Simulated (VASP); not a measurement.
A run of VASP 6.6.1 is set up as follows.

File INCAR:

```
SYSTEM = As3RuW
PREC = Accurate
ENCUT = 600
EDIFF = 1E-7
ISMEAR = 0
SIGMA = 0.1
LREAL = .False.
LASPH = .True.
NELM = 80
ALGO = Normal
ISIF = 3
LWAVE = .False.
LCHARG = .False.
GGA = PE
IBRION = 2
NSW = 90
EDIFFG = -0.04
```

KPOINTS

```
Automatic mesh
0
Gamma
  4 4 4
  0 0 0
```

Contents of POSCAR:

```
As3RuW
1.0
    4.4246063773      0.0000000000      0.0000000000
    0.0000000000      4.4246063773      0.0000000000
    0.0000000000      0.0000000000      4.4246063773
As Ru W
3 1 1
Direct
    0.0000000000      0.5000000000      0.5000000000
    0.5000000000      0.0000000000      0.5000000000
    0.5000000000      0.5000000000      0.0000000000
    0.0000000000      0.0000000000      0.0000000000
    0.5000000000      0.5000000000      0.5000000000
```

Potentials or basis: VASP PAW PBE potentials, release 64 (As, Ru_pv, W_sv).

The run is started by

```sh
$ cat potpaw_PBE.64/As/POTCAR potpaw_PBE.64/Ru_pv/POTCAR potpaw_PBE.64/W_sv/POTCAR > POTCAR
$ mpirun -np 1 vasp_std > vasp.out
```

Q: Predict the relaxed cell.

A: a = 4.813 Å, b = 4.813 Å, c = 4.813 Å, α = 90.00°, β = 90.00°, γ = 90.00°.

Q: Predict the space group after relaxing (to 0.05 Å).

A: Pm-3m (No. 221).

Step by step:
```
step  energy change (eV)  largest force (eV/Å)  pressure (GPa)  volume (Å³)
   1              0.0000                0.0000           44.23        86.62
   2              0.8031                0.0000          -16.07       161.47
   3             -2.7467                0.0000           -2.07       113.89
   4             -2.7611                0.0000           -0.59       112.17
   5             -2.7623                0.0000            0.00       111.51
```

Caveat: the volume moved by over 15 % at a fixed basis, so the end points are rough.
